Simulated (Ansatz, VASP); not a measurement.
Al2Cu in VASP and in Ansatz

```
CELL_PARAMETERS angstrom
-3.11635 3.11635 2.41381
3.11635 -3.11635 2.41381
3.11635 3.11635 -2.41381
ATOMIC_POSITIONS crystal
Al 0.15932 0.65932 0.81864
Al 0.65932 0.84068 0.50000
Al 0.84068 0.34068 0.18136
Al 0.34068 0.15932 0.50000
Cu 0.75000 0.75000 0.00000
Cu 0.25000 0.25000 0.00000
```

Alike in both runs: task single point; functional PBEsol; k mesh 10 × 10 × 10; occupations gaussian, width 0.15 eV; no spin polarisation.

|  | VASP | Ansatz |
| --- | --- | --- |
| version | VASP 6.6.1 | Ansatz 0.2.0 |
| potentials or method | VASP PAW PBE potentials, release 64 (Al, Cu), cutoff 520 eV | scalar-relativistic, plane waves, PAW |
| valence electrons in the cell | 34 | 50 |

```csv
,VASP,Ansatz,Ansatz less VASP
gap on the k mesh at the Fermi level (eV),none,none,-
pressure (GPa),-6.8,-7.1,-0.27
"traceless stress, the component that is largest in VASP (GPa)",3.13,3.11,-0.022
rms of the force components (eV/Å),0.021,0.019,-0.0016
```

VASP's potentials were made for PBE, not for PBEsol, and Ansatz warns of the same on its side. Atom by atom the forces differ by 0.002 eV/Å (rms over components). A gap of «none» marks a metal or a gap that the smearing closes. With one functional, cell and mesh, what is left measures potentials, basis and numerics. VASP's potentials hold 34 valence electrons a cell and Ansatz's 50, so a difference there can come from the potentials and not from the codes.
